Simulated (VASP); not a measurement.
# LiSb2 (Fddd) in VASP: single point with PBE

Aim: the single point of LiSb2 with PBE.

Everything below comes from runs of VASP 6.6.1. Logs are shortened: lines on timing, memory, paths and dates and some standing lists are left out, and cuts for length are marked.

## (1) The cell of the first run

It takes space group Fddd (No. 70, orthorhombic). Conventional cell: a = 5.529 Å, b = 9.446 Å, c = 9.743 Å, α = 90.00°, β = 90.00°, γ = 90.00°. Within 3.8 Å of Li (site symmetry 222) lie 10 Sb at 2.85 to 3.24 Å and 4 Li at 3.66 Å. Sb (site symmetry 2) has 5 Li at 2.85 to 3.24 Å and 9 Sb at 2.86 to 3.66 Å within 3.8 Å.

## (2) Single point, PBE

The input, INCAR:

```
SYSTEM = LiSb2
ALGO = Normal ; EDIFF = 1E-6
ENCUT = 520 ; GGA = PE
ISIF = 2 ; ISMEAR = 0
LASPH = .True. ; LCHARG = .False.
LREAL = .False. ; LWAVE = .False.
NBANDS = 22 ; NELM = 80
PREC = Accurate ; SIGMA = 0.1229
```

The input, KPOINTS:

```
k-points
0
Gamma
  8 8 8
  0 0 0
```

The input, POSCAR:

```
LiSb2
1.0
    0.0000000000      2.7643230000      4.7229800000
    0.0000000000     -2.7643230000      4.7229800000
    4.8713630000      2.7643230000      0.0000000000
Li Sb
2 4
Direct
    0.0000000000      0.0000000000      0.0000000000
    0.2500000000      0.2500000000      0.5000000000
    0.6670000000      0.3330000000      0.6660000000
    0.3330000000      0.6670000000      0.3340000000
    0.5830000000      0.9170000000      0.8340000000
    0.9170000000      0.5830000000      0.1660000000
```

Potentials or basis: VASP PAW PBE potentials, release 64 (Li_sv, Sb).

Command:

```bash
$ cat potpaw_PBE.64/Li_sv/POTCAR potpaw_PBE.64/Sb/POTCAR > POTCAR
$ mpirun -np 1 vasp_std > vasp.out
```

OUTCAR:

```text
SYSTEM = LiSb2
   EDIFF = 1E-6
   ENCUT = 520
   GGA = PE
   ISIF = 2
   ISMEAR = 0
   LASPH = .True.
   LREAL = .False.
   NELM = 80
   PREC = Accurate

 ion  position               nearest neighbor table
   1  0.000  0.000  0.000-   5 2.85   6 2.85   5 2.85   6 2.85
   2  0.250  0.250  0.500-   3 2.85   4 2.85   4 2.85   3 2.85
   3  0.667  0.333  0.666-   2 2.85   2 2.85   5 2.86   5 2.86   4 3.20   4 3.20   4 3.25   6 3.66
                             6 3.66   6 3.66   6 3.66
   4  0.333  0.667  0.334-   2 2.85   2 2.85   6 2.86   6 2.86   3 3.20   3 3.20   3 3.25   5 3.66
                             5 3.66   5 3.66   5 3.66
   5  0.583  0.917  0.834-   1 2.85   1 2.85   3 2.86   3 2.86   6 3.20   6 3.20   6 3.25   4 3.66
                             4 3.66   4 3.66   4 3.66
   6  0.917  0.583  0.166-   1 2.85   1 2.85   4 2.86   4 2.86   5 3.20   5 3.20   5 3.25   3 3.66
                             3 3.66   3 3.66   3 3.66

  LATTYP: Found a face centered orthorhombic cell.
 ALAT       =     5.5286460000
 B/A-ratio  =     1.7085485307
 C/A-ratio  =     1.7622264113

  Lattice vectors:

 A1 = (  -4.8713630000,   0.0000000000,   4.7229800000)
 A2 = (  -4.8713630000,  -2.7643230000,   0.0000000000)
 A3 = (   0.0000000000,  -2.7643230000,   4.7229800000)

Analysis of symmetry for initial positions (statically):
=====================================================================
 Subroutine PRICEL returns:
 Original cell was already a primitive cell.

 Routine SETGRP: Setting up the symmetry group for a
 face centered orthorhombic supercell.

 Subroutine GETGRP returns: Found  8 space group operations
 (whereof  4 operations were pure point group operations)
 out of a pool of  8 trial point group operations.

The static configuration has the point symmetry D_2 .
 The point group associated with its full space group is D_2h.

Analysis of symmetry for dynamics (positions and initial velocities):
=====================================================================
 Subroutine PRICEL returns:
 Original cell was already a primitive cell.

 Routine SETGRP: Setting up the symmetry group for a
 face centered orthorhombic supercell.

 Subroutine GETGRP returns: Found  8 space group operations
 (whereof  4 operations were pure point group operations)
 out of a pool of  8 trial point group operations.

The dynamic configuration has the point symmetry D_2 .
 The point group associated with its full space group is D_2h.

 Subroutine INISYM returns: Found  8 space group operations
 (whereof  4 operations are pure point group operations),
 and found     1 'primitive' translations

----------------------------------------------------------------------------------------

                                     Primitive cell

  volume of cell :     127.1995

  direct lattice vectors                    reciprocal lattice vectors
     0.000000000  2.764323000  4.722980000    -0.102640678  0.180876113  0.105865365
     0.000000000 -2.764323000  4.722980000     0.102640678 -0.180876113  0.105865365
     4.871363000  2.764323000  0.000000000     0.205281356  0.000000000  0.000000000

  length of vectors
     5.472478573  5.472478573  5.601040897     0.233363991  0.233363991  0.205281356

  position of ions in fractional coordinates (direct lattice)
     0.000000000  0.000000000  0.000000000
     0.250000000  0.250000000  0.500000000
     0.667000000  0.333000000  0.666000000
     0.333000000  0.667000000  0.334000000
     0.583000000  0.917000000  0.834000000
     0.917000000  0.583000000  0.166000000

  ion indices of the primitive-cell ions
   primitive index   ion index
                 1           1
                 2           2
                 3           3
                 4           4
                 5           5
                 6           6

----------------------------------------------------------------------------------------

 KPOINTS: k-points

Automatic generation of k-mesh.
 Grid dimensions read from file:
 generate k-points for:    8    8    8

 Generating k-lattice:

  Cartesian coordinates                     Fractional coordinates (reciprocal lattice)
    -0.012830085  0.022609514  0.013233171     0.125000000 -0.000000000  0.000000000
     0.012830085 -0.022609514  0.013233171    -0.000000000  0.125000000 -0.000000000
     0.025660169  0.000000000  0.000000000     0.000000000  0.000000000  0.125000000

  Length of vectors
     0.029170499  0.029170499  0.025660169

  Shift w.r.t. Gamma in fractional coordinates (k-lattice)
     0.000000000  0.000000000  0.000000000

 Subroutine IBZKPT returns following result:
 ===========================================

 Found     95 irreducible k-points:

 Following reciprocal coordinates:
            Coordinates               Weight
  0.000000  0.000000  0.000000      1.000000
  0.125000 -0.000000  0.000000      8.000000
  0.250000 -0.000000  0.000000      8.000000
  0.375000  0.000000  0.000000      8.000000
  0.500000 -0.000000  0.000000      4.000000
  0.125000  0.125000  0.000000      2.000000
[... 16 lines left out ...]
  0.250000 -0.000000  0.125000      4.000000
  0.375000  0.000000  0.125000      8.000000
 [... further k-points ...]
   k-points           NKPTS =     95   k-points in BZ     NKDIM =     95   number of bands    NBANDS=     22
   number of dos      NEDOS =    301   number of ions     NIONS =      6
   total plane-waves  NPLWV =  74088
   dimension x,y,z NGX =    42 NGY =   42 NGZ =   42
   dimension x,y,z NGXF=    84 NGYF=   84 NGZF=   84
   ions per type =               2   4
   NGX,Y,Z   is equivalent  to a cutoff of  12.76, 12.76, 12.47 a.u.
   NGXF,Y,Z  is equivalent  to a cutoff of  25.52, 25.52, 24.93 a.u.
 SYSTEM =  LiSb2
   PREC   = accura    normal or accurate (medium, high low for compatibility)
   ISTART =      0    job   : 0-new  1-cont  2-samecut
   ICHARG =      2    charge: 1-file 2-atom 10-const
   ISPIN  =      1    spin polarized calculation?
   LNONCOLLINEAR =      F non collinear calculations
   LSORBIT =      F    spin-orbit coupling
   LASPH  =      T    aspherical Exc in radial PAW
   ENCUT  =  520.0 eV  38.22 Ry    6.18 a.u.  10.18 10.18 10.41*2*pi/ulx,y,z
   NELM   =     80;   NELMIN=  2; NELMDL= -5     # of ELM steps
   EDIFF  = 0.1E-05   stopping-criterion for ELM
   LREAL  =      F    real-space projection
   EDIFFG = 0.1E-04   stopping-criterion for IOM
   NSW    =      0    number of steps for IOM
   IBRION =     -1    ionic relax: 0-MD 1-quasi-New 2-CG
   NFREE  =      0    steps in history (QN), initial steepest desc. (CG)
   ISIF   =      2    stress and relaxation
   ISYM   =      2    0-nonsym 1-usesym 2-fastsym
   POTIM  = 0.5000    time-step for ionic-motion
   TEBEG  =    0.0;   TEEND  =   0.0 temperature during run
   PSTRESS=    0.0 pullay stress
   NELECT =      26.0000    total number of electrons
   NUPDOWN=      -1.0000    fix difference up-down
   EMIN   =  10.00;   EMAX   =-10.00  energy-range for DOS
   EFERMI =   0.00;   METHOD = LEGACY
   ISMEAR =     0;   SIGMA  =   0.12  broadening in eV -4-tet -1-fermi 0-gaus
   EFERMI_NEDOS =   21; number of points for ismear=-14 and -15
   IALGO  =     38    algorithm
   IMIX   =      4    mixing-type and parameters
     AMIX     =   0.40;   BMIX     =  1.00
     AMIX_MAG =   1.60;   BMIX_MAG =  1.00
  volume/ion in A,a.u.               =      21.20       143.06
  Fermi-wavevector in a.u.,A,eV,Ry     =   0.964356  1.822369 12.653186  0.929983
  Thomas-Fermi vector in A             =   2.093981
   LORBIT       =      0    0 simple, 1 ext, 2 COOP (PROOUT), +10 PAW based schemes
   GGA     = PE    functional components
   LHFCALC =     F    Hartree Fock is set to
   AEXX    =    0.0000 exact exchange contribution
   IVDW    =     0    specifies the selected vdW correction
   LEPSILON=     F    determine dielectric tensor
   LRPA    =     F    only Hartree local field effects (RPA)
 non-spin polarized calculation
 Gauss-broadening in eV      SIGMA  =   0.12
  energy-cutoff  :      520.00
  volume of cell :      127.20
 maximum number of plane-waves:      3444
 NGX is ok and might be reduce to    42
   NGX = 21   NGY = 21   NGZ = 21

 number of electron      25.9999994 magnetization

 Free energy of the ion-electron system (eV)
  ---------------------------------------------------
  ext. energy  EPLUGINS =         0.00000000
  ---------------------------------------------------
  free energy    TOTEN  =       -20.40670962 eV

  energy without entropy =      -20.38300893  energy(sigma->0) =      -20.39485927

 E-fermi :   8.0205     XC(G=0):  -9.9548

 val. band max:        8.0144180060   @ k =   0.2500  -0.2500   0.2500
 cond. band min:       8.0248532154   @ k =   0.3750   0.0000   0.0000
 fundamental gap:      0.0104352094
 Fermi energy:         8.0205102926

 k-point     1 :       0.0000    0.0000    0.0000
  band No.  band energies     occupation
      1     -38.8585      2.00000
      2     -38.8571      2.00000
      3      -5.0001      2.00000
      4      -0.9397      2.00000
      5      -0.0926      2.00000
      6       1.6788      2.00000
[... 14 lines left out ...]
     21      15.3136      0.00000
     22      15.5236      0.00000

 k-point     2 :       0.1250   -0.0000    0.0000
  band No.  band energies     occupation
      1     -38.8585      2.00000
      2     -38.8571      2.00000
      3      -4.8944      2.00000
      4      -1.1054      2.00000
      5      -0.2424      2.00000
      6       1.0878      2.00000
[... 14 lines left out ...]
     21      14.3036      0.00000
     22      15.0469      0.00000

 k-point     3 :       0.2500   -0.0000    0.0000
  band No.  band energies     occupation
      1     -38.8584      2.00000
      2     -38.8572      2.00000
      3      -4.5874      2.00000
      4      -1.4677      2.00000
      5      -0.8024      2.00000
      6       0.5228      2.00000
[... 14 lines left out ...]
     21      13.6231      0.00000
     22      14.1079      0.00000
[... 476 lines left out ...]
 k-point    23 :       0.2500   -0.0000    0.1250
  band No.  band energies     occupation
      1     -38.8584      2.00000
      2     -38.8571      2.00000
      3      -4.6691      2.00000
      4      -1.2002      2.00000
      5      -0.7897      2.00000
      6       0.5198      2.00000
[... 14 lines left out ...]
     21      13.4391      0.00000
     22      14.5792      0.00000

 k-point    24 :       0.3750    0.0000    0.1250
  band No.  band energies     occupation
      1     -38.8583      2.00000
      2     -38.8573      2.00000
      3      -4.2679      2.00000
      4      -1.6575      2.00000
      5      -1.3876      2.00000
      6       0.2353      2.00000
[... 14 lines left out ...]
     21      13.4125      0.00000
     22      13.7553      0.00000

 [... further k-points ...]

------------------------ aborting loop because EDIFF is reached ----------------------------------------

  FORCE on cell =-STRESS in cart. coord.  units (eV):
  Direction    XX          YY          ZZ          XY          YZ          ZX
  --------------------------------------------------------------------------------------
  -------------------------------------------------------------------------------------
  Total        4.4198294      7.6327528     11.2314479      0.0000000      0.0000000      0.0000000
  in kB       55.6712157     96.1405049    141.4688899      0.0000000      0.0000000      0.0000000
  external PRESSURE =      97.7602035 kB  Pullay stress =       0.0000000 kB

 VOLUME and BASIS-vectors are now :
 -----------------------------------------------------------------------------
  energy-cutoff  :      520.00
  volume of cell :      127.20
      direct lattice vectors                 reciprocal lattice vectors
     0.000000000  2.764323000  4.722980000    -0.102640678  0.180876113  0.105865365
     0.000000000 -2.764323000  4.722980000     0.102640678 -0.180876113  0.105865365
     4.871363000  2.764323000  0.000000000     0.205281356  0.000000000  0.000000000

 POSITION                                       TOTAL-FORCE (eV/Angst)
 -----------------------------------------------------------------------------------
      0.00000      0.00000      0.00000         0.000000     -0.000000      0.000000
      2.43568      1.38216      2.36149         0.000000     -0.000000      0.000000
      3.24433      2.76432      4.72298        -0.419158      0.000000     -0.000000
      1.62704      0.00000      4.72298         0.419158     -0.000000     -0.000000
      4.06272      1.38216      7.08447         0.419158      0.000000      0.000000
      0.80865      1.38216      7.08447        -0.419158      0.000000      0.000000
 -----------------------------------------------------------------------------------
    total drift:                               -0.000000     -0.000000     -0.000000

  FREE ENERGIE OF THE ION-ELECTRON SYSTEM (eV)
  ---------------------------------------------------
  free  energy   TOTEN  =       -20.4067096164 eV

  energy  without entropy=      -20.3830089263  energy(sigma->0) =      -20.39485927
```

Wall time 2.5 min (1 thread of AMD EPYC 7R13 (Zen 3), shared host); peak memory 0.35 GiB.

Results:

| Item | Value |
| --- | --- |
| Free energy | -20.4067 eV |
| Largest force | 0.419 eV/Å |
| Band gap on the k mesh | zero (bands 13 and 14 overlap by 2.64 eV) |

Forces in eV/Å, atoms in the order of the input:
```
Li   0.000  0.000  0.000
Li   0.000  0.000  0.000
Sb  -0.419  0.000  0.000
Sb   0.419  0.000  0.000
Sb   0.419  0.000  0.000
Sb  -0.419  0.000  0.000
```

Caveat: the cutoff is under 1.25 times the usual one of these potentials, so pressure, stress and relaxed cells hold a basis-set (Pulay) error; spin-orbit coupling is left out, which moves the levels of the heavy elements.
